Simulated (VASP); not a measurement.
A run of VASP 6.6.1:

File INCAR:

```
SYSTEM = AlCo
PREC = Accurate ; ENCUT = 600
EDIFF = 1E-7 ; ISMEAR = 0
SIGMA = 0.1 ; LREAL = .FALSE.
LASPH = .TRUE. ; NELM = 120
ALGO = Normal ; ISIF = 3
LWAVE = .FALSE. ; LCHARG = .FALSE.
GGA = PS ; IBRION = 2
NSW = 100 ; EDIFFG = -0.002
GGA_COMPAT = .FALSE. ; NELMIN = 4
```

KPOINTS

```
Automatic mesh
0
G
  14 14 14
  0 0 0
```

Contents of POSCAR:

```
AlCo
1.0
    2.8194032100      0.0000000000      0.0000000000
    0.0000000000      2.8194032100      0.0000000000
    0.0000000000      0.0000000000      2.8194032100
Al Co
1 1
Direct
    0.0000000000      0.0000000000      0.0000000000
    0.5000000000      0.5000000000      0.5000000000
```

Potentials or basis: VASP PAW PBE potentials, release 64 (Al, Co).

Command:

```bash
$ cat potpaw_PBE.64/Al/POTCAR potpaw_PBE.64/Co/POTCAR > POTCAR
$ mpirun -np 1 vasp_std > vasp.out
```

Hardware: 1 thread of AMD EPYC 7R13, with other jobs on the host.

Task: How long does it take, and how much memory?

Result: Run time: 2.9 min on 1 thread of AMD EPYC 7R13 (shared host), peak memory 0.15 GiB. Counts: scf iterations 32, k points 120, ion steps 4.
